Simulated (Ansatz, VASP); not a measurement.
BaS: VASP beside Ansatz

The input INCAR:

```
SYSTEM = BaS
PREC = Accurate ; ENCUT = 520
EDIFF = 1E-7 ; ISMEAR = 0
SIGMA = 0.05 ; LREAL = .FALSE.
LASPH = .TRUE. ; NELM = 80
ALGO = Normal ; ISIF = 2
LWAVE = .FALSE. ; LCHARG = .FALSE.
GGA = CA ; NBANDS = 15
```

KPOINTS

```
regular mesh
0
G
  8 8 8
  0 0 0
```

The input POSCAR:

```
BaS
1.0
    0.0000000000      3.1937500000      3.1937500000
    3.1937500000      0.0000000000      3.1937500000
    3.1937500000      3.1937500000      0.0000000000
Ba S
1 1
Direct
    0.0000000000      0.0000000000      0.0000000000
    0.4031360574      0.5968639426      0.5000000000
```

Input for Ansatz:

```yaml
crystal:
  lattice:
    - [0.0, 3.19375, 3.19375]
    - [3.19375, 0.0, 3.19375]
    - [3.19375, 3.19375, 0.0]
  atoms:
    - { symbol: Ba, position: [0.0, 0.0, 0.0] }
    - { symbol: S, position: [0.4031360574, 0.5968639426, 0.5] }
basis:
  ecutwfc: 420
kpoints:
  mp_grid: { grid: [8, 8, 8] }
hamiltonian:
  xc: lda
scf:
  occupations: { method: gaussian, width: 0.05 }
output:
  forces: true
  stress: true
  eigenvalues: true
```

Change from the starting cell: all S atoms moved +0.438 Å, as atom 2 along Cartesian [1 -1 0].

Alike in both runs: task single point; functional LDA; k mesh 8 × 8 × 8; occupations gaussian, width 0.05 eV; no spin polarisation.

```csv
,VASP,Ansatz
version,VASP 6.6.1,Ansatz 0.2.0
potentials or method,"VASP PAW LDA potentials, release 64 (Ba_sv, S), cutoff 520 eV","scalar-relativistic, plane waves, PAW"
valence electrons in the cell,16,16
```

VASP gave:

| Item | Value |
| --- | --- |
| gap on the k mesh at the Fermi level (eV) | 2.47 |
| least direct gap on the mesh (eV) | 2.47 |
| pressure (GPa) | 0.2 |
| traceless stress, the component that is largest in VASP (GPa) | -2.85 |
| rms of the force components (eV/Å) | 0.605 |

Question: Estimate Ansatz's values.

Answer: gap on the k mesh at the Fermi level (eV): 2.52; least direct gap on the mesh (eV): 2.52; pressure (GPa): -0.5; traceless stress, the component that is largest in VASP (GPa): -2.60; rms of the force components (eV/Å): 0.549.

LDA's correlation is that of Perdew and Zunger in VASP and of Perdew and Wang (1992) in Ansatz. Atom by atom the forces differ by 0.056 eV/Å (rms over components).

Neither program's run includes spin-orbit coupling.
